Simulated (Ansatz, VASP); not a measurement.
## WS2 in VASP and in Ansatz

File INCAR:

```
SYSTEM = WS2
ALGO = Normal
EDIFF = 1E-6
EDIFFG = -0.005
ENCUT = 600
GGA = PE
IBRION = 2
ISIF = 3
ISMEAR = 0
LASPH = .TRUE.
LCHARG = .FALSE.
LREAL = .FALSE.
LWAVE = .FALSE.
NELM = 80
NSW = 100
PREC = Accurate
SIGMA = 0.02
```

File KPOINTS:

```
k-points
0
G
  12 12 2
  0 0 0
```

Contents of POSCAR:

```
WS2
1.0
    3.1835163552      0.0000000000      0.0000000000
   -1.5917581776      2.7570060369      0.0000000000
    0.0000000000      0.0000000000     16.9505778900
W S
1 2
Direct
    0.3333333300      0.6666666700      0.0000000000
    0.6666666700      0.3333333300      0.9079994900
    0.6666666700      0.3333333300      0.0920005100
```

Input for Ansatz:

```yaml
crystal:
  lattice:
    - [3.1835163552, 0.0, 0.0]
    - [-1.5917581776, 2.7570060369, 0.0]
    - [0.0, 0.0, 16.95057789]
  atoms:
    - { symbol: W, position: [0.33333333, 0.66666667, 0.0] }
    - { symbol: S, position: [0.66666667, 0.33333333, 0.90799949] }
    - { symbol: S, position: [0.66666667, 0.33333333, 0.09200051] }
basis:
  ecutwfc: 420
kpoints:
  mp_grid: { grid: [12, 12, 2] }
hamiltonian:
  xc: pbe
scf:
  occupations: { method: gaussian, width: 0.02 }
output:
  forces: true
  stress: true
  eigenvalues: true
  write_density: true
  write_potential: true
  elf: true
  volumetric_format: npy
relax:
  adjacent_minimum: "off"
  f_tol: 0.005
  max_steps: 80
  cell: { stress_tol: 0.05 }
```

Alike in both runs: task relaxation of cell and atoms; functional PBE; k mesh 12 × 12 × 2; occupations gaussian, width 0.02 eV; no spin polarisation.

```csv
,VASP,Ansatz
version,VASP 6.6.1,Ansatz 0.2.0
potentials or method,"VASP PAW PBE potentials, release 64 (W_sv, S), cutoff 600 eV","scalar-relativistic, plane waves, PAW"
valence electrons in the cell,26,26
```

```csv
,VASP,Ansatz,Ansatz less VASP
"gap on the k mesh at the Fermi level, each at its own relaxed structure (eV)",1.81,1.81,-0.008
relaxed volume (Å³/atom),49.94,49.75,-0.188
relaxed cell length with the largest relative difference (Å),17.028,16.951,-0.0773
```

Ansatz's warnings: xc potential rough in thin density.

Spin-orbit coupling is off throughout.
